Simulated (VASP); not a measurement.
Input of a VASP 6.6.1 run:

File INCAR:

```
PREC     = Accurate       # precision mode
ENCUT    = 520            # plane-wave cutoff, eV
EDIFF    = 1E-6           # SCF threshold, eV
ISMEAR   = 0              # smearing method
SIGMA    = 0.1            # smearing width, eV
LREAL    = Auto         
LASPH    = T              # aspherical terms in the spheres
NELM     = 80             # most SCF steps
ALGO     = Normal         # electronic algorithm
ISIF     = 2              # what is computed and relaxed
LWAVE    = F              # write WAVECAR
LCHARG   = F              # write CHGCAR
LDIPOL   = T            
IDIPOL   = 3            
DIPOL    = 0.5 0.5 0.294
GGA      = PE             # functional
NBANDS   = 44             # bands
```

Contents of KPOINTS:

```
Automatic mesh
0
Gamma
  5 3 1
```

File POSCAR:

```
Al9H
1.0
    5.7070863106      0.0000000000      0.0000000000
   -1.4267715776      9.7014842380      0.0000000000
    0.0000000000      0.0000000000     22.7903703519
Al H
18 2
Direct
    0.2662216041      0.0648864163      0.1755127248
    0.7662216041      0.0648864163      0.1755127248
    0.3354806058      0.3419224231      0.2192029854
    0.8354806058      0.3419224231      0.2192029854
    0.1493324061      0.5973296244      0.2279410375
    0.6493324061      0.5973296244      0.2279410375
    0.4631842064      0.8527368258      0.2366790896
    0.9631842065      0.8527368258      0.2366790896
    0.0319772093      0.1277109169      0.2808262502
    0.5319772093      0.1277109169      0.2808262502
    0.0997917601      0.4042231294      0.3301071124
    0.5997917601      0.4042231294      0.3301071124
    0.4144000537      0.6596656514      0.3369822081
    0.9144000537      0.6596656514      0.3369822081
    0.2263076916      0.9110819252      0.3449259130
    0.7263076916      0.9110819252      0.3449259130
    0.2962427243      0.1814072004      0.3857054631
    0.7962427243      0.1814072004      0.3857054631
    0.6062643800      0.3777722722      0.4054506447
    0.6062643800      0.4714919451      0.4054506447
```

Potentials or basis: VASP PAW PBE potentials, release 64 (Al, H).

Command:

```bash
$ cat potpaw_PBE.64/Al/POTCAR potpaw_PBE.64/H/POTCAR > POTCAR
$ mpirun -np 1 vasp_std > vasp.out
```

Question: Estimate the band gap on the k mesh.

Answer: Zero (bands 28 and 29 overlap by 0.48 eV).

Question: What does it give for the largest force?

Answer: 1.651 eV/Å.

Forces in eV/Å, atoms in the order of the input:
```
Al  -0.106  0.151  0.030
Al   0.097  0.178 -0.008
Al  -0.075 -0.017 -0.043
Al   0.088  0.002 -0.039
Al  -0.024 -0.102  0.015
Al   0.032 -0.071  0.110
Al  -0.027 -0.082 -0.142
Al   0.019 -0.073 -0.139
Al   0.013  0.001  0.008
Al  -0.037  0.050  0.042
Al   0.032 -0.001 -0.046
Al  -0.032  0.101 -0.957
Al  -0.075 -0.040 -0.049
Al   0.059 -0.031 -0.095
Al   0.005  0.060 -0.013
Al   0.003  0.062  0.018
Al  -0.119 -0.244 -0.081
Al   0.094 -0.198 -0.080
H   -0.156  1.122  1.201
H    0.208 -0.868  0.267
```
